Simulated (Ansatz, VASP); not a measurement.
## One calculation of Pt, two programs

```xyz
2
Lattice="1.3759 0.7943 4.9364 -1.3759 0.7943 4.9364 0.0000 -1.5887 4.9364" Properties=species:S:1:pos:R:3 pbc="T T T"
Pt    0.0000    0.0000    1.2950
Pt    0.0000    0.0000   13.5142
```

Alike in both runs: functional PBE; k mesh 6 × 6 × 6; occupations gaussian, width 0.1 eV; no spin polarisation.

Ansatz relaxed the structure, and its values are those at the end. VASP's run is a single point on that final structure, the one shown.

|  | VASP | Ansatz |
| --- | --- | --- |
| version | VASP 6.6.1 | Ansatz 0.2.0 |
| potentials or method | VASP PAW PBE potentials, release 64 (Pt), cutoff 520 eV | scalar-relativistic, plane waves, PAW |
| valence electrons in the cell | 20 | 36 |

|  | VASP | Ansatz | Ansatz less VASP |
| --- | --- | --- | --- |
| gap on the k mesh at the Fermi level (eV) | none | none | - |
| pressure (GPa) | -0.7 | -0.2 | +0.51 |
| rms of the force components (eV/Å) | 0.007 | 0.003 | -0.0036 |

A gap of «none» marks a metal or a gap that the smearing closes. VASP's potentials hold 20 valence electrons a cell and Ansatz's 36, so a difference there can come from the potentials and not from the codes.

The k mesh is coarse, so the values compare programs but aren't converged. Neither program's run includes spin-orbit coupling.
